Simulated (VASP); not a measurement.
# Si2F (Cmcm) in VASP: single point with PBE

Aim: the single point of Si2F with PBE.

Everything below comes from runs of VASP 6.6.1. Logs are shortened: lines on timing, memory, paths and dates and some standing lists are left out, and cuts for length are marked.

### 1 The cell of the first run

The structure is orthorhombic, space group Cmcm (No. 63). The conventional cell has a = 3.848 Å, b = 15.849 Å, c = 2.744 Å, α = 90.00°, β = 90.00°, γ = 90.00°. Within 3.4 Å of Si (site symmetry m2m) lie 8 Si at 2.56 to 2.74 Å and 2 F at 2.95 Å. Si (site symmetry m2m) has 6 F at 2.36 to 3.10 Å and 6 Si at 2.65 to 2.77 Å within 3.1 Å. F (site symmetry m2m) has 8 Si at 2.36 to 3.10 Å and 4 F at 2.74 to 2.81 Å within 3.1 Å.

### 2 Single point, PBE

The input, INCAR:

```
PREC     = Accurate       # precision mode
ENCUT    = 520            # plane-wave cutoff, eV
EDIFF    = 1E-6           # SCF threshold, eV
ISMEAR   = 1              # smearing method
SIGMA    = 0.029          # smearing width, eV
LREAL    = F              # projectors in reciprocal space
LASPH    = T              # aspherical terms in the spheres
NELM     = 80             # most SCF steps
ALGO     = Normal         # electronic algorithm
ISIF     = 2              # what is computed and relaxed
LWAVE    = F              # write WAVECAR
LCHARG   = T              # write CHGCAR
GGA      = PE             # functional
LELF     = T              # ELF
LVHAR    = T            
NBANDS   = 24             # bands
```

The input, KPOINTS:

```
regular mesh
0
Gamma
  5 5 5
```

The input, POSCAR:

```
Si2F
1.0
    3.8478628912      0.0000000000      0.0000000000
    1.9239314456     -7.9246010858      0.0000000000
    0.0000000000      0.0000000000     -2.7444424885
Si F
4 2
Direct
    0.7187797089      0.5624405821      0.7500000000
    0.2812202911      0.4375594179      0.2500000000
    0.4242222048      0.1515555904      0.7500000000
    0.5757777952      0.8484444096      0.2500000000
    0.0772799006      0.8454401987      0.7500000000
    0.9227200994      0.1545598013      0.2500000000
```

Potentials or basis: VASP PAW PBE potentials, release 64 (Si, F).

On the command line:

```
$ cat potpaw_PBE.64/Si/POTCAR potpaw_PBE.64/F/POTCAR > POTCAR
$ mpirun -np 1 vasp_std > vasp.out
```

OUTCAR:

```text
PREC = Accurate
   ENCUT = 520
   EDIFF = 1E-6
   ISMEAR = 1
   LREAL = F
   LASPH = T
   NELM = 80
   ISIF = 2
   GGA = PE

 ion  position               nearest neighbor table
   1  0.719  0.562  0.750-   2 2.56   2 2.56   2 2.56   2 2.56   4 2.65   4 2.65
   2  0.281  0.438  0.250-   1 2.56   1 2.56   1 2.56   1 2.56   3 2.65   3 2.65
   3  0.424  0.152  0.750-   6 2.36   6 2.36   6 2.36   6 2.36   2 2.65   2 2.65   4 2.77   4 2.77

   4  0.576  0.848  0.250-   5 2.36   5 2.36   5 2.36   5 2.36   1 2.65   1 2.65   3 2.77   3 2.77

   5  0.077  0.845  0.750-   4 2.36   4 2.36   4 2.36   4 2.36
   6  0.923  0.155  0.250-   3 2.36   3 2.36   3 2.36   3 2.36

  LATTYP: Found a base centered orthorhombic cell.
 ALAT       =     3.8478628912
 B/A-ratio  =     4.1189622967
 C/A-ratio  =     0.7132381184

  Lattice vectors:

 A1 = (   1.9239314456,   7.9246010858,   0.0000000000)
 A2 = (   1.9239314456,  -7.9246010858,   0.0000000000)
 A3 = (   0.0000000000,   0.0000000000,  -2.7444424885)

Analysis of symmetry for initial positions (statically):
=====================================================================
 Subroutine PRICEL returns:
 Original cell was already a primitive cell.

 Routine SETGRP: Setting up the symmetry group for a
 base centered orthorhombic supercell.

 Subroutine GETGRP returns: Found  8 space group operations
 (whereof  4 operations were pure point group operations)
 out of a pool of  8 trial point group operations.

The static configuration has the point symmetry C_2h.
 The point group associated with its full space group is D_2h.

Analysis of symmetry for dynamics (positions and initial velocities):
=====================================================================
 Subroutine PRICEL returns:
 Original cell was already a primitive cell.

 Routine SETGRP: Setting up the symmetry group for a
 base centered orthorhombic supercell.

 Subroutine GETGRP returns: Found  8 space group operations
 (whereof  4 operations were pure point group operations)
 out of a pool of  8 trial point group operations.

The dynamic configuration has the point symmetry C_2h.
 The point group associated with its full space group is D_2h.

 Subroutine INISYM returns: Found  8 space group operations
 (whereof  4 operations are pure point group operations),
 and found     1 'primitive' translations

----------------------------------------------------------------------------------------

                                     Primitive cell

  volume of cell :      83.6857

  direct lattice vectors                    reciprocal lattice vectors
     3.847862891  0.000000000  0.000000000     0.259884520  0.063094659  0.000000000
     1.923931446 -7.924601086  0.000000000     0.000000000 -0.126189317  0.000000000
     0.000000000  0.000000000 -2.744442488     0.000000000  0.000000000 -0.364372729

  length of vectors
     3.847862891  8.154803160  2.744442488     0.267433916  0.126189317  0.364372729

  position of ions in fractional coordinates (direct lattice)
     0.718779709  0.562440582  0.750000000
     0.281220291  0.437559418  0.250000000
     0.424222205  0.151555590  0.750000000
     0.575777795  0.848444410  0.250000000
     0.077279901  0.845440199  0.750000000
     0.922720099  0.154559801  0.250000000

  ion indices of the primitive-cell ions
   primitive index   ion index
                 1           1
                 2           2
                 3           3
                 4           4
                 5           5
                 6           6

----------------------------------------------------------------------------------------

 KPOINTS: regular mesh

Automatic generation of k-mesh.
 Grid dimensions read from file:
 generate k-points for:    5    5    5

 Generating k-lattice:

  Cartesian coordinates                     Fractional coordinates (reciprocal lattice)
     0.051976904  0.012618932  0.000000000     0.200000000  0.000000000  0.000000000
     0.000000000 -0.025237863  0.000000000     0.000000000  0.200000000  0.000000000
     0.000000000  0.000000000 -0.072874546     0.000000000  0.000000000  0.200000000

  Length of vectors
     0.053486783  0.025237863  0.072874546

  Shift w.r.t. Gamma in fractional coordinates (k-lattice)
     0.000000000  0.000000000  0.000000000

 Subroutine IBZKPT returns following result:
 ===========================================

 Found     27 irreducible k-points:

 Following reciprocal coordinates:
            Coordinates               Weight
  0.000000  0.000000  0.000000      1.000000
  0.200000 -0.000000  0.000000      4.000000
  0.400000 -0.000000  0.000000      4.000000
  0.000000  0.200000  0.000000      2.000000
  0.400000  0.200000  0.000000      2.000000
 -0.400000  0.200000  0.000000      4.000000
[... 16 lines left out ...]
  0.400000  0.200000  0.400000      4.000000
 -0.400000  0.200000  0.400000      8.000000
 [... further k-points ...]
   k-points           NKPTS =     27   k-points in BZ     NKDIM =     27   number of bands    NBANDS=     24
   number of dos      NEDOS =    301   number of ions     NIONS =      6
   total plane-waves  NPLWV =  38400
   dimension x,y,z NGX =    30 NGY =   64 NGZ =   20
   dimension x,y,z NGXF=    60 NGYF=  128 NGZF=   40
   ions per type =               4   2
   NGX,Y,Z   is equivalent  to a cutoff of  12.96, 13.05, 12.12 a.u.
   NGXF,Y,Z  is equivalent  to a cutoff of  25.92, 26.09, 24.23 a.u.
 SYSTEM =  unknown system
   PREC   = accura    normal or accurate (medium, high low for compatibility)
   ISTART =      0    job   : 0-new  1-cont  2-samecut
   ICHARG =      2    charge: 1-file 2-atom 10-const
   ISPIN  =      1    spin polarized calculation?
   LNONCOLLINEAR =      F non collinear calculations
   LSORBIT =      F    spin-orbit coupling
   LASPH  =      T    aspherical Exc in radial PAW
   ENCUT  =  520.0 eV  38.22 Ry    6.18 a.u.   7.15 15.16  5.10*2*pi/ulx,y,z
   NELM   =     80;   NELMIN=  2; NELMDL= -5     # of ELM steps
   EDIFF  = 0.1E-05   stopping-criterion for ELM
   LREAL  =      F    real-space projection
   EDIFFG = 0.1E-04   stopping-criterion for IOM
   NSW    =      0    number of steps for IOM
   IBRION =     -1    ionic relax: 0-MD 1-quasi-New 2-CG
   NFREE  =      0    steps in history (QN), initial steepest desc. (CG)
   ISIF   =      2    stress and relaxation
   ISYM   =      2    0-nonsym 1-usesym 2-fastsym
   POTIM  = 0.5000    time-step for ionic-motion
   TEBEG  =    0.0;   TEEND  =   0.0 temperature during run
   PSTRESS=    0.0 pullay stress
   NELECT =      30.0000    total number of electrons
   NUPDOWN=      -1.0000    fix difference up-down
   EMIN   =  10.00;   EMAX   =-10.00  energy-range for DOS
   EFERMI =   0.00;   METHOD = LEGACY
   ISMEAR =     1;   SIGMA  =   0.03  broadening in eV -4-tet -1-fermi 0-gaus
   EFERMI_NEDOS =   21; number of points for ismear=-14 and -15
   IALGO  =     38    algorithm
   IMIX   =      4    mixing-type and parameters
     AMIX     =   0.40;   BMIX     =  1.00
     AMIX_MAG =   1.60;   BMIX_MAG =  1.00
  volume/ion in A,a.u.               =      13.95        94.12
  Fermi-wavevector in a.u.,A,eV,Ry     =   1.162960  2.197676 18.401561  1.352477
  Thomas-Fermi vector in A             =   2.299515
   LORBIT       =      0    0 simple, 1 ext, 2 COOP (PROOUT), +10 PAW based schemes
   GGA     = PE    functional components
   LHFCALC =     F    Hartree Fock is set to
   AEXX    =    0.0000 exact exchange contribution
   IVDW    =     0    specifies the selected vdW correction
   LEPSILON=     F    determine dielectric tensor
   LRPA    =     F    only Hartree local field effects (RPA)
 non-spin polarized calculation
 Methfessel and Paxton  Order N= 1 SIGMA  =   0.03
  energy-cutoff  :      520.00
  volume of cell :       83.69
 maximum number of plane-waves:      2272
 NGX is ok and might be reduce to    30
   NGX = 15   NGY = 31   NGZ = 11

 number of electron      30.0000004 magnetization

 Free energy of the ion-electron system (eV)
  ---------------------------------------------------
  ext. energy  EPLUGINS =         0.00000000
  ---------------------------------------------------
  free energy    TOTEN  =       -27.64022114 eV

  energy without entropy =      -27.64000107  energy(sigma->0) =      -27.64014778

 E-fermi :   7.1029     XC(G=0): -10.5205

 val. band max:        7.1013500535   @ k =  -0.4000   0.2000   0.4000
 cond. band min:       7.1356026512   @ k =  -0.2000   0.4000   0.0000
 fundamental gap:      0.0342525977
 Fermi energy:         7.1028699911

 k-point     1 :       0.0000    0.0000    0.0000
  band No.  band energies     occupation
      1     -17.0695      2.00000
      2     -16.8124      2.00000
      3      -5.4504      2.00000
      4      -2.3119      2.00000
      5      -2.0598      2.00000
      6      -0.0905      2.00000
[... 16 lines left out ...]
     23      14.2876      0.00000
     24      14.4755      0.00000

 k-point     2 :       0.2000   -0.0000    0.0000
  band No.  band energies     occupation
      1     -17.0419      2.00000
      2     -16.7923      2.00000
      3      -5.2006      2.00000
      4      -3.1682      2.00000
      5      -2.4469      2.00000
      6       0.5807      2.00000
[... 16 lines left out ...]
     23      14.5542      0.00000
     24      14.5660      0.00000

 k-point     3 :       0.4000   -0.0000    0.0000
  band No.  band energies     occupation
      1     -16.9962      2.00000
      2     -16.7593      2.00000
      3      -4.8037      2.00000
      4      -3.8713      2.00000
      5      -2.6317      2.00000
      6      -0.9995      2.00000
[... 16 lines left out ...]
     23      15.2519      0.00000
     24      15.4322      0.00000
[... 514 lines left out ...]
 k-point    23 :       0.4000    0.2000    0.4000
  band No.  band energies     occupation
      1     -16.6149      2.00000
      2     -16.5375      2.00000
      3      -2.1083      2.00000
      4      -0.9841      2.00000
      5      -0.3194      2.00000
      6      -0.0066      2.00000
[... 16 lines left out ...]
     23      12.4115      0.00000
     24      13.7943      0.00000

 k-point    24 :      -0.4000    0.2000    0.4000
  band No.  band energies     occupation
      1     -16.6148      2.00000
      2     -16.5376      2.00000
      3      -1.9344      2.00000
      4      -1.4927      2.00000
      5      -0.0827      2.00000
      6       0.0819      2.00000
[... 16 lines left out ...]
     23      12.2912      0.00000
     24      13.5892      0.00000

 [... further k-points ...]

------------------------ aborting loop because EDIFF is reached ----------------------------------------

  FORCE on cell =-STRESS in cart. coord.  units (eV):
  Direction    XX          YY          ZZ          XY          YZ          ZX
  --------------------------------------------------------------------------------------
  -------------------------------------------------------------------------------------
  Total       -0.0552699     -0.0804722     -0.0574871      0.0000000      0.0000000      0.0000000
  in kB       -1.0581513     -1.5406551     -1.1006008      0.0000000      0.0000000      0.0000000
  external PRESSURE =      -1.2331357 kB  Pullay stress =       0.0000000 kB

 VOLUME and BASIS-vectors are now :
 -----------------------------------------------------------------------------
  energy-cutoff  :      520.00
  volume of cell :       83.69
      direct lattice vectors                 reciprocal lattice vectors
     3.847862891  0.000000000  0.000000000     0.259884520  0.063094659  0.000000000
     1.923931446 -7.924601086  0.000000000     0.000000000 -0.126189317  0.000000000
     0.000000000  0.000000000 -2.744442488     0.000000000  0.000000000 -0.364372729

 POSITION                                       TOTAL-FORCE (eV/Angst)
 -----------------------------------------------------------------------------------
      3.84786     -4.45712     -2.05833         0.000000      0.002228     -0.000000
      1.92393     -3.46748     -0.68611        -0.000000     -0.002228      0.000000
      1.92393     -1.20102     -2.05833         0.000000     -0.003376     -0.000000
      3.84786     -6.72358     -0.68611         0.000000      0.003376     -0.000000
      1.92393     -6.69978     -2.05833         0.000000      0.001384      0.000000
      3.84786     -1.22482     -0.68611        -0.000000     -0.001384     -0.000000
 -----------------------------------------------------------------------------------
    total drift:                                0.000000     -0.000000     -0.000000

  FREE ENERGIE OF THE ION-ELECTRON SYSTEM (eV)
  ---------------------------------------------------
  free  energy   TOTEN  =       -27.6402211430 eV

  energy  without entropy=      -27.6400010673  energy(sigma->0) =      -27.64014778
```

Run time: 40 s. Hardware: 1 thread of Intel Xeon Platinum 8488C (Sapphire Rapids), shared host; peak memory 0.2 GiB.

What came out:

- Free energy: -27.6402 eV
- Pressure: -0.1 GPa
- Largest force: 0.003 eV/Å
- Band gap on the k mesh: zero (band 15 reaches 8.88 eV, above the bottom of band 16 at 5.81 eV)

Forces in eV/Å, atoms in the order of the input:
```
Si   0.000  0.002  0.000
Si   0.000 -0.002  0.000
Si   0.000 -0.003  0.000
Si   0.000  0.003  0.000
F    0.000  0.001  0.000
F    0.000 -0.001  0.000
```

Caveat: the k points lie up to 0.46 Å⁻¹ apart.
